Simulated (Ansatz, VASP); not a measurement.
**One calculation of Re, two programs**

```
Re
1.0
    -2.49468    2.49468    1.28805
     2.49468   -2.49468    1.28805
     2.49468    2.49468   -1.28805
Re
2
Direct
  0.00000 0.00000 0.00000
  0.75000 0.25000 0.50000
```

Alike in both runs: functional PBEsol; k mesh 24 × 24 × 24; occupations gaussian, width 0.1 eV; no spin polarisation.

Ansatz relaxed the structure, and its values are those at the end. VASP's run is a single point on that final structure, the one shown.

|  | VASP | Ansatz |
| --- | --- | --- |
| version | VASP 6.6.1 | Ansatz 0.2.0 |
| potentials or method | VASP PAW PBE potentials, release 64 (Re), cutoff 520 eV | scalar-relativistic, plane waves, PAW |
| valence electrons in the cell | 14 | 30 |

|  | VASP | Ansatz | Ansatz less VASP |
| --- | --- | --- | --- |
| gap on the k mesh at the Fermi level (eV) | none | none | - |
| pressure (GPa) | -0.8 | 0.0 | +0.75 |

VASP's potentials were made for PBE, not for PBEsol. A gap of «none» marks a metal or a gap that the smearing closes. VASP's potentials hold 14 valence electrons a cell and Ansatz's 30, so a difference there can come from the potentials and not from the codes.

Spin-orbit coupling is off throughout.
